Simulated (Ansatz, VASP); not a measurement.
# Two plane-wave programs on BiW

The input INCAR:

```
  PREC = Accurate
  ENCUT = 520
  EDIFF = 1E-6
  ISMEAR = 0
  SIGMA = 0.1
  LREAL = False
  LASPH = True
  NELM = 60
  ALGO = Fast
  ISIF = 2
  LWAVE = False
  LCHARG = False
  GGA = PE
  NBANDS = 22
```

File KPOINTS:

```
Automatic mesh
0
Gamma
  6 6 6
```

The input POSCAR:

```
BiW
1.0
    3.6668721500      0.0000000000      0.0000000000
    0.0000000000      3.6668721500      0.0000000000
    0.0000000000      0.0000000000      3.6668721500
Bi W
1 1
Direct
    0.5000000000      0.5000000000      0.5000000000
    0.0000000000      0.0000000000      0.0000000000
```

Input for Ansatz:

```yaml
crystal:
  lattice:
    - [3.66687215, 0.0, 0.0]
    - [0.0, 3.66687215, 0.0]
    - [0.0, 0.0, 3.66687215]
  atoms:
    - { symbol: Bi, position: [0.5, 0.5, 0.5] }
    - { symbol: W, position: [0.0, 0.0, 0.0] }
basis:
  ecutwfc: 420
kpoints:
  mp_grid: { grid: [6, 6, 6] }
hamiltonian:
  xc: pbe
scf:
  occupations: { method: gaussian, width: 0.1 }
  lower_state_search: "off"
output:
  forces: true
  stress: true
  eigenvalues: true
```

Change from the starting cell: species swapped into the BeRh type (Pm-3m, No. 221).

Alike in both runs: task single point; functional PBE; k mesh 6 × 6 × 6; occupations gaussian, width 0.1 eV; no spin polarisation.

```csv
,VASP,Ansatz
version,VASP 6.6.1,Ansatz 0.2.0
potentials or method,"VASP PAW PBE potentials, release 64 (Bi_d, W_sv), cutoff 520 eV","scalar-relativistic, plane waves, PAW"
valence electrons in the cell,29,29
```

|  | VASP | Ansatz | Ansatz less VASP |
| --- | --- | --- | --- |
| gap on the k mesh at the Fermi level (eV) | none | none | - |
| pressure (GPa) | -17.1 | -17.2 | -0.02 |

A gap of «none» marks a metal or a gap that the smearing closes.

Neither program's run includes spin-orbit coupling.
